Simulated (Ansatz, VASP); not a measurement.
InB3As4 in VASP and in Ansatz

```xyz
8
Lattice="3.5746 0.0000 0.0000 0.0000 3.6936 5.2438 0.0000 -3.6936 5.2438" Properties=species:S:1:pos:R:3 pbc="T T T"
B     0.0000    0.0000   -0.0447
B     1.7873   -1.9331    2.6490
B     1.7873    1.9331    2.6490
In    0.0000    0.0000    5.1816
As    1.7873    0.0000    1.2859
As    0.0000   -2.0485    3.8186
As    0.0000    2.0485    3.8186
As    1.7873    0.0000    6.8607
```

Alike in both runs: task single point; functional PBE; k mesh 8 × 4 × 4; occupations fermi-dirac, width 0.02 eV; no spin polarisation.

|  | VASP | Ansatz |
| --- | --- | --- |
| version | VASP 6.6.1 | Ansatz 0.2.0 |
| potentials or method | VASP PAW PBE potentials, release 64 (B, In_d, As) | plane waves, PAW |
| plane-wave cutoff (eV) | 520 | 420 |
| valence electrons in the cell | 42 | 82 |

Ansatz gave:

```
pressure (GPa)                                                : 2.0
traceless stress, the component that is largest in VASP (GPa) : -0.44
rms of the force components (eV/Å)                            : 0.096
```

Q: Which values does VASP return?

A: Pressure (GPa): 2.3; traceless stress, the component that is largest in VASP (GPa): -0.46; rms of the force components (eV/Å): 0.095.

Atom by atom the forces differ by 0.016 eV/Å (rms over components). VASP's potentials hold 42 valence electrons a cell and Ansatz's 82, so a difference there can come from the potentials and not from the codes.
